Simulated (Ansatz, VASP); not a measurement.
**AgH16O8F in VASP and in Ansatz**

```
O H Ag F
1.0
     6.57314    0.00000    0.00000
     0.00000    6.57314    0.00000
     0.00000    0.00000    6.57314
O H Ag F
8 16 1 1
Direct
  0.36040 0.13329 0.51246
  0.83647 0.59779 0.12689
  0.30871 0.40368 0.03216
  0.37040 0.62290 0.38929
  0.83332 0.99116 0.67147
  0.54102 0.07985 0.95787
  0.02272 0.14118 0.24283
  0.62166 0.45919 0.65576
  0.46966 0.07069 0.43379
  0.24110 0.12061 0.42205
  0.76790 0.71853 0.18640
  0.73338 0.53429 0.04044
  0.31505 0.49107 0.91295
  0.40053 0.28658 0.99824
  0.44860 0.74355 0.35063
  0.35356 0.54309 0.26195
  0.77902 0.94185 0.53964
  0.94165 0.89760 0.70787
  0.63634 0.03228 0.85197
  0.58863 0.01876 0.08596
  0.05433 0.19888 0.10942
  0.90076 0.05268 0.23039
  0.51964 0.51635 0.55427
  0.57025 0.32154 0.68054
  0.87464 0.39985 0.43898
  0.67731 0.91995 0.30473
```

Alike in both runs: functional PBE; dispersion D3(BJ); k mesh 1 × 1 × 1; occupations fermi-dirac, width 0.05 eV; no spin polarisation.

Ansatz relaxed the structure, and its values are those at the end. VASP's run is a single point on that final structure, the one shown.

```csv
,VASP,Ansatz
version,VASP 6.6.1,Ansatz 0.2.0
potentials or method,"VASP PAW PBE potentials, release 64 (O, H, Ag, F), cutoff 520 eV","scalar-relativistic, plane waves, PAW"
valence electrons in the cell,82,90
```

Ansatz gave:

| Property | Result |
| --- | --- |
| rms of the force components (eV/Å) | 0.094 |

**Question.** Estimate VASP's values.

**Answer.** rms of the force components (eV/Å): 0.088.

VASP's potentials hold 82 valence electrons a cell and Ansatz's 90, so a difference there can come from the potentials and not from the codes.
